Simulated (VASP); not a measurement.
A run of VASP 6.6.1:

INCAR

```
PREC = Accurate
ENCUT = 820
EDIFF = 1E-6
ISMEAR = 0
SIGMA = 0.1
LREAL = F
LASPH = T
NELM = 200
ALGO = Normal
ISIF = 2
LWAVE = F
LCHARG = F
MAGMOM = 0 0 0 0 0 0 0 0 0 0 0 0
LORBIT = 11
LSORBIT = T
GGA_COMPAT = F
LORBMOM = T
LMAXMIX = 4
GGA = PS
NBANDS = 56
```

KPOINTS

```
regular mesh
0
Gamma
  6 6 6
```

POSCAR

```
TaCuN2
1.0
    1.5680000000      0.9052852221      5.8126666667
   -1.5680000000      0.9052852221      5.8126666667
    0.0000000000     -1.8105704442      5.8126666667
Ta Cu N
1 1 2
Direct
    0.5000000000      0.5000000000      0.5000000000
    0.0000000000      0.0000000000      0.0000000000
    0.1190003333      0.1190003333      0.1190003333
    0.8809996667      0.8809996667      0.8809996667
```

Potentials or basis: VASP PAW PBE potentials, release 64 (Ta_sv_GW, Cu_sv_GW, N).

Launch:

```bash
$ cat potpaw_PBE.64/Ta_sv_GW/POTCAR potpaw_PBE.64/Cu_sv_GW/POTCAR potpaw_PBE.64/N/POTCAR > POTCAR
$ mpirun -np 1 vasp_ncl > vasp.out
```

Hardware: 1 thread of AMD EPYC 9R45 96-Core Processor (Zen 5), on a shared host.

Problem. How long does it take, and how much memory?

Solution. It took 27 min on 1 thread of AMD EPYC 9R45 96-Core Processor (Zen 5) (shared host), peak memory 1.4 GiB. Counts: scf iterations 18, k points 32.
